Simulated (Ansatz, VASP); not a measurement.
Mg in VASP and in Ansatz

Contents of INCAR:

```
ALGO     = Normal         # electronic algorithm
EDIFF    = 1E-6           # SCF threshold, eV
ENCUT    = 520            # plane-wave cutoff, eV
GGA      = CA             # functional
ISIF     = 2              # what is computed and relaxed
ISMEAR   = -1             # smearing method
LASPH    = True           # aspherical terms in the spheres
LCHARG   = False          # write CHGCAR
LREAL    = False          # projectors in reciprocal space
LWAVE    = False          # write WAVECAR
NBANDS   = 7              # bands
NELM     = 80             # most SCF steps
PREC     = Accurate       # precision mode
SIGMA    = 0.03           # smearing width, eV
```

File KPOINTS:

```
k-points
0
Gamma
  19 19 19
```

The input POSCAR:

```
Mg
1.0
   -1.4463588895      1.4463588895      1.4463588895
    1.4463588895     -1.4463588895      1.4463588895
    1.4463588895      1.4463588895     -1.4463588895
Mg
1
Direct
    0.0000000000      0.0000000000      0.0000000000
```

Input for Ansatz:

```yaml
crystal:
  lattice:
    - [-1.4463588895, 1.4463588895, 1.4463588895]
    - [1.4463588895, -1.4463588895, 1.4463588895]
    - [1.4463588895, 1.4463588895, -1.4463588895]
  atoms:
    - { symbol: Mg, position: [0.0, 0.0, 0.0] }
kpoints:
  mp_grid: { grid: [19, 19, 19] }
  band_path:
    path:
      - [0.0, 0.0, 0.0]
      - [0.5, -0.5, 0.5]
      - [0.0, 0.0, 0.5]
      - [0.0, 0.0, 0.0]
      - [0.25, 0.25, 0.25]
      - [0.5, -0.5, 0.5]
      - [0.25, 0.25, 0.25]
      - [0.0, 0.0, 0.5]
    npoints: 5
scf:
  occupations: { method: fermi_dirac, width: 0.03 }
hamiltonian:
  xc: lda
  pseudopotentials: { kind: all_electron, lapw: { basis_error: 0.0005 } }
output:
  forces: true
  stress: true
  eigenvalues: true
```

Change from the starting cell: volume scaled by 0.94.

Alike in both runs: task single point; functional LDA; k mesh 19 × 19 × 19; occupations fermi-dirac, width 0.03 eV; no spin polarisation.

|  | VASP | Ansatz |
| --- | --- | --- |
| version | VASP 6.6.1 | Ansatz 0.2.0 |
| potentials or method | VASP PAW LDA potentials, release 64 (Mg), cutoff 520 eV | all-electron LAPW, scalar-relativistic |

```tsv
	VASP	Ansatz	Ansatz less VASP
pressure (GPa)	70.8	70.1	-0.70
```

LDA's correlation is that of Perdew and Zunger in VASP and of Perdew and Wang (1992) in Ansatz. Both programs put the cell under a high pressure, so it lies far from rest at this level. Ansatz ran all-electron here, and VASP with PAW potentials.

Noted on VASP's run: the cell as given lies far from equilibrium.
